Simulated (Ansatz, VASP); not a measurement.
## One calculation of BP, two programs

Contents of INCAR:

```
ALGO     = Normal         # electronic algorithm
EDIFF    = 1E-6           # SCF threshold, eV
ENCUT    = 520            # plane-wave cutoff, eV
GGA      = PE             # functional
ISIF     = 2              # what is computed and relaxed
ISMEAR   = 0              # smearing method
LASPH    = True           # aspherical terms in the spheres
LCHARG   = False          # write CHGCAR
LREAL    = False          # projectors in reciprocal space
LWAVE    = False          # write WAVECAR
NBANDS   = 11             # bands
NELM     = 80             # most SCF steps
PREC     = Accurate       # precision mode
SIGMA    = 0.02           # smearing width, eV
```

File KPOINTS:

```
k-points
0
Gamma
  10 10 10
```

The input POSCAR:

```
BP
1.0
    0.0000000000      2.2277429569      2.2277429569
    2.2277429569      0.0000000000      2.2277429569
    2.2277429569      2.2277429569      0.0000000000
B P
1 1
Direct
    0.5000000000      0.5000000000      0.5000000000
    0.7500000000      0.7500000000      0.7500000000
```

Input for Ansatz:

```yaml
crystal:
  lattice:
    - [0.0, 2.2277429569, 2.2277429569]
    - [2.2277429569, 0.0, 2.2277429569]
    - [2.2277429569, 2.2277429569, 0.0]
  atoms:
    - { symbol: B, position: [0.5, 0.5, 0.5] }
    - { symbol: P, position: [0.75, 0.75, 0.75] }
basis:
  ecutwfc: 420
kpoints:
  mp_grid: { grid: [10, 10, 10] }
hamiltonian:
  xc: pbe
scf:
  occupations: { method: gaussian, width: 0.02 }
output:
  forces: true
  stress: true
  eigenvalues: true
  write_density: true
  write_potential: true
  elf: true
  volumetric_format: npy
```

Alike in both runs: task single point; functional PBE; k mesh 10 × 10 × 10; occupations gaussian, width 0.02 eV; no spin polarisation.

|  | VASP | Ansatz |
| --- | --- | --- |
| version | VASP 6.6.1 | Ansatz 0.2.0 |
| potentials or method | VASP PAW PBE potentials, release 64 (B, P), cutoff 520 eV | scalar-relativistic, plane waves, PAW |
| valence electrons in the cell | 8 | 8 |

VASP gave:

* gap on the k mesh at the Fermi level (eV): 1.16
* least direct gap on the mesh (eV): 3.49
* pressure (GPa): 11.0

Estimate Ansatz's values.

gap on the k mesh at the Fermi level (eV): 1.17; least direct gap on the mesh (eV): 3.49; pressure (GPa): 11.3.

With one functional, cell and mesh, what is left measures potentials, basis and numerics.
